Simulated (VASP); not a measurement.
A run of VASP 6.6.1:

INCAR

```
PREC = Accurate
ENCUT = 520
EDIFF = 1E-6
ISMEAR = 0
SIGMA = 0.15
LREAL = False
LASPH = True
NELM = 60
ALGO = Fast
ISIF = 2
LWAVE = False
LCHARG = False
GGA = PS
NBANDS = 18
```

Contents of KPOINTS:

```
Automatic mesh
0
Gamma
  12 12 12
```

File POSCAR:

```
SrTl
1.0
    4.1529600000      0.0000000000      0.0000000000
    0.0000000000      4.1529600000      0.0000000000
    0.0000000000      0.0000000000      4.0320000000
Sr Tl
1 1
Direct
    0.0000000000      0.0000000000      0.0000000000
    0.5000000000      0.5000000000      0.5000000000
```

Potentials or basis: VASP PAW PBE potentials, release 64 (Sr_sv, Tl_d).

Command:

```sh
$ cat potpaw_PBE.64/Sr_sv/POTCAR potpaw_PBE.64/Tl_d/POTCAR > POTCAR
$ mpirun -np 1 vasp_std > vasp.out
```

Hardware: 1 thread of Intel(R) Xeon(R) 6975P-C (Granite Rapids) (shared host).

Question: Estimate the wall time of this run.

Answer: Run time: 110 s on 1 thread of Intel(R) Xeon(R) 6975P-C (Granite Rapids), with other jobs on the host, peak memory 0.37 GiB. Counts: scf iterations 15, k points 196.
